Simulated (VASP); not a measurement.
RbLuS2, 4 atoms in the cell. Symmetry: R-3m, No. 166, trigonal system. The conventional cell has a = 3.978 Å, b = 3.978 Å, c = 22.762 Å, α = 90.00°, β = 90.00°, γ = 120.00°. Rb (site symmetry -3m) has 6 S at 3.28 Å and 6 Rb at 3.98 Å and 6 Lu at 4.43 Å within 4.5 Å. Within 3.6 Å of Lu (site symmetry -3m) lie 6 S at 2.72 Å. S (site symmetry 3m) has 3 Lu at 2.72 Å and 3 Rb at 3.28 Å and 3 S at 3.70 Å within 3.7 Å. 

```yaml
Program: VASP 6.6.1
Task: electric field gradients
Functional: PBEsol
Potentials_or_basis: VASP PAW PBE potentials, release 64 (Rb_sv, Lu, S)
Cutoff: 520 eV
k_mesh: 9 × 9 × 9
Occupations: fermi-dirac, width 0.01 eV
Spin: no spin polarisation
Dipole_correction: no
Further_INCAR_settings: ALGO = Normal; EDIFF = 1e-08; NBANDS = 31
```

Potentials or basis: VASP PAW PBE potentials, release 64 (Rb_sv, Lu, S).

The run is started by

```console
$ cat potpaw_PBE.64/Rb_sv/POTCAR potpaw_PBE.64/Lu/POTCAR potpaw_PBE.64/S/POTCAR > POTCAR
$ mpirun -np 1 vasp_std > vasp.out
```

Hardware: 1 thread of Intel(R) Xeon(R) Platinum 8259CL CPU @ 2.50GHz (Skylake/Cascade Lake) (shared host).

How long does it take, and how much memory?

Run time: 20 min on 1 thread of Intel(R) Xeon(R) Platinum 8259CL CPU @ 2.50GHz (Skylake/Cascade Lake), with other jobs on the host, peak memory 0.7 GiB. Counts: scf iterations 18, k points 85.
